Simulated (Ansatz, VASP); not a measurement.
# AlN: VASP beside Ansatz

POSCAR

```
AlN
1.0
    0.0000000000      1.9784910831      2.0521721466
    1.9784910831      0.0000000000      2.0521721466
    1.9784910831      1.9784910831      0.0000000000
Al N
1 1
Direct
    0.0000000000      0.0000000000      0.0000000000
    0.5000000000      0.5000000000      0.5000000000
```

File INCAR.step1:

```
SYSTEM = AlN
PREC = Accurate
ENCUT = 520
EDIFF = 1E-5
ISMEAR = 0
SIGMA = 0.01
LREAL = .FALSE.
LASPH = .TRUE.
NELM = 80
ALGO = Normal
ISIF = 2
LWAVE = .TRUE.
GGA = PE
NBANDS = 11
```

INCAR.step2

```
SYSTEM = AlN
PREC = Accurate
ENCUT = 520
EDIFF = 1E-6
ISMEAR = 0
SIGMA = 0.01
LREAL = .FALSE.
LASPH = .TRUE.
NELM = 80
ALGO = Normal
ISIF = 2
LWAVE = .FALSE.
LCHARG = .TRUE.
GGA = PE
LHFCALC = .TRUE.
HFSCREEN = 0.2079
PRECFOCK = Normal
LELF = .TRUE.
LVHAR = .TRUE.
ISTART = 1
NBANDS = 11
```

File KPOINTS:

```
Automatic mesh
0
G
  8 8 8
  0 0 0
```

Input for Ansatz:

```yaml
crystal:
  lattice:
    - [0.0, 1.9784910831, 2.0521721466]
    - [1.9784910831, 0.0, 2.0521721466]
    - [1.9784910831, 1.9784910831, 0.0]
  atoms:
    - { symbol: Al, position: [0.0, 0.0, 0.0] }
    - { symbol: "N", position: [0.5, 0.5, 0.5] }
kpoints:
  mp_grid: { grid: [8, 8, 8] }
  band_path:
    path:
      - [0.0, 0.0, 0.0]
      - [0.5, 0.0, 0.5]
      - [0.625, 0.25, 0.625]
      - [0.375, 0.375, 0.75]
      - [0.5, 0.5, 0.5]
      - [0.5, 0.25, 0.75]
      - [0.0, 0.5, 0.5]
    npoints: 1
hamiltonian:
  xc: hse06
scf:
  occupations: { method: fixed }
  n_extra_bands: 4
output:
  forces: true
  stress: true
  eigenvalues: true
```

Change from the starting cell: epitaxial_xy strain -2.0%.

Alike in both runs: task single point; functional HSE06; k mesh 8 × 8 × 8; no spin polarisation.

```csv
,VASP,Ansatz
version,VASP 6.6.1,Ansatz 0.2.0
potentials or method,"VASP PAW PBE potentials, release 64 (Al, N)","plane waves, PAW"
plane-wave cutoff (eV),520,420
occupations,"gaussian, width 0.01 eV",fixed
valence electrons in the cell,8,8
```

```tsv
	VASP	Ansatz	Ansatz less VASP
gap on the k mesh at the Fermi level (eV)	5.97	6.04	+0.074
pressure (GPa)	6.2	6.1	-0.09
traceless stress, the component that is largest in VASP (GPa)	-7.64	-7.69	-0.058
```

Ansatz's warnings: stress exchange threshold loose, stress scf threshold loose.
